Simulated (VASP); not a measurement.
Sn:

```
CELL_PARAMETERS angstrom
0.00000 3.23334 3.23334
3.23334 0.00000 3.23334
3.23334 3.23334 0.00000
ATOMIC_POSITIONS crystal
Sn 0.00000 0.00000 0.00000
Sn 0.25000 0.25000 0.25000
```

This isn't the form of Sn at room conditions, which is tetragonal (white tin).

- Program: VASP 6.6.1
- Task: relaxation of cell and atoms
- Functional: r2SCAN
- Potentials or basis: VASP PAW PBE potentials, release 64 (Sn_d)
- Cutoff: 600 eV
- k mesh: 6 × 6 × 6
- Occupations: methfessel-paxton, width 0.02 eV
- Spin: no spin polarisation

At the start: pressure 2.3 GPa; volume 33.80 Å³/atom.

Task: Where does the relaxation end?

Result: Over 3 steps the energy falls by 10.9 meV/atom and the volume is 35.41 Å³/atom (+4.8 %); space group Fd-3m (No. 227, to 0.1 Å) before and after.

Step by step:
| step | energy change (eV) | largest force (eV/Å) | pressure (GPa) | volume (Å³) |
| --- | --- | --- | --- | --- |
| 1 | 0.0000 | 0.0000 | 2.28 | 67.61 |
| 2 | -0.0171 | 0.0000 | -0.90 | 72.43 |
| 3 | -0.0219 | 0.0000 | 0.00 | 70.82 |

Final structure:
```cif
data_structure
_symmetry_space_group_name_H-M 'P 1'
_symmetry_Int_Tables_number 1
_cell_length_a 4.6440
_cell_length_b 4.6440
_cell_length_c 4.6440
_cell_angle_alpha 60.000
_cell_angle_beta 60.000
_cell_angle_gamma 60.000
_cell_volume 70.82
loop_
_atom_site_label
_atom_site_type_symbol
_atom_site_fract_x
_atom_site_fract_y
_atom_site_fract_z
_atom_site_occupancy
Sn1 Sn 0.00000 0.00000 0.00000 1
Sn2 Sn 0.25000 0.25000 0.25000 1
```

Caveat: the PAW data sets were made with another functional, which shifts forces and pressure a little.
